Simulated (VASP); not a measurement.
Wanted: the native input for a VASP 6.6.1 run.

| Quantity | Value |
| --- | --- |
| Task | single point |
| Functional | PBE |
| Potentials or basis | VASP PAW PBE potentials, release 64 (Ba_sv, Ti_sv, O) |
| Cutoff | 520 eV |
| k mesh | 7 × 7 × 7 |
| Occupations | fermi-dirac, width 0.05 eV |
| Spin | no spin polarisation |
| Dipole correction | no |
| Further INCAR settings | ALGO = Normal; EDIFF = 1e-06; NBANDS = 28 |

The structure of BaTiO3 lies in POSCAR:

```
BaTiO3
1.0
    3.9662786895      0.0000000000      0.0000000000
    0.0000000000      3.9662786895      0.0000000000
    0.0000000000      0.0000000000      4.0533930492
Ba Ti O
1 1 3
Direct
    0.0000000000      0.0000000000     -0.0015078603
    0.5000000000      0.5000000000      0.4827114352
    0.0000000000      0.5000000000      0.5170832196
    0.5000000000      0.0000000000      0.5170832196
    0.5000000000      0.5000000000      0.0276299859
```

One way to write it, as run:

INCAR

```
SYSTEM = BaTiO3
  ALGO = Normal
  EDIFF = 1E-6
  ENCUT = 520
  GGA = PE
  ISIF = 2
  ISMEAR = -1
  LASPH = .TRUE.
  LCHARG = .FALSE.
  LREAL = .FALSE.
  LWAVE = .FALSE.
  NBANDS = 28
  NELM = 60
  PREC = Accurate
  SIGMA = 0.05
```

KPOINTS

```
k-points
0
G
  7 7 7
  0 0 0
```

Potentials or basis: VASP PAW PBE potentials, release 64 (Ba_sv, Ti_sv, O).

The run is started by

```bash
$ cat potpaw_PBE.64/Ba_sv/POTCAR potpaw_PBE.64/Ti_sv/POTCAR potpaw_PBE.64/O/POTCAR > POTCAR
$ mpirun -np 1 vasp_std > vasp.out
```

Results of the run:

* Pressure: 6.9 GPa
* Largest force: 0.058 eV/Å
* Band gap on the k mesh: 1.93 eV (least direct gap 2.22 eV)

Caveat: the cell stands under pressure; spin-orbit coupling is left out, which moves the levels of the heavy elements; an odd mesh through Γ misses points on the zone boundary, where band edges can lie.

It took 32 s on 1 thread of Intel(R) Xeon(R) 6975P-C (Granite Rapids), with other jobs on the host, peak memory 0.21 GiB.
